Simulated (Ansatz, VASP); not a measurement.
Given: the input of a run of VASP 6.6.1 on CdTe.

File INCAR:

```
ALGO = Normal
EDIFF = 1E-7
EDIFFG = -0.01
ENCUT = 600
IBRION = 2
ISIF = 3
ISMEAR = -1
LASPH = T
LCHARG = F
LREAL = F
LWAVE = F
NELM = 80
NSW = 80
PREC = Accurate
SIGMA = 0.05
```

Contents of KPOINTS:

```
k-points
0
Gamma
  7 7 7
```

POSCAR

```
CdTe
1.0
    0.0000000000      3.2050000000      3.2050000000
    3.2050000000      0.0000000000      3.2050000000
    3.2050000000      3.2050000000      0.0000000000
Te Cd
1 1
Direct
    0.7500000000      0.7500000000      0.7500000000
    0.0000000000      0.0000000000      0.0000000000
```

Potentials or basis: VASP PAW LDA potentials, release 64 (Te, Cd).

The run is started by

```bash
$ cat potpaw_LDA.64/Te/POTCAR potpaw_LDA.64/Cd/POTCAR > POTCAR
$ mpirun -np 1 vasp_std > vasp.out
```

**Question.** Translate it to Ansatz 0.2.0. Potentials there: all-electron LAPW, scalar-relativistic.

**Answer.** As run (the cutoff follows the program's own potentials):

The input input.yaml:

```yaml
crystal:
  lattice:
    - [0.0, 3.205, 3.205]
    - [3.205, 0.0, 3.205]
    - [3.205, 3.205, 0.0]
  atoms:
    - { symbol: Te, position: [0.75, 0.75, 0.75] }
    - { symbol: Cd, position: [0.0, 0.0, 0.0] }
kpoints:
  mp_grid: { grid: [7, 7, 7] }
scf:
  occupations: { method: fermi_dirac, width: 0.05 }
hamiltonian:
  xc: lda
  pseudopotentials: { kind: all_electron, lapw: { basis_error: 0.001 } }
output:
  forces: true
  stress: true
relax:
  f_tol: 0.01
  max_steps: 60
  cell: {}
```

Potentials or basis: all-electron LAPW, scalar-relativistic.

Command:

```console
$ ansatz run input.yaml --threads 1 --pin off --max-ram 3072MiB --backend cpu --events-out ev --progress --plain --runs-dir out
```

Both were run:

|  | VASP | Ansatz | Ansatz less VASP |
| --- | --- | --- | --- |
| relaxed volume (Å³/atom) | 33.07 | 32.92 | -0.151 |
| relaxed cell length with the largest relative difference (Å) | 4.539 | 4.533 | -0.0069 |

LDA's correlation is that of Perdew and Zunger in VASP and of Perdew and Wang (1992) in Ansatz. Ansatz ran all-electron here, and VASP with PAW potentials.

Neither program's run includes spin-orbit coupling.
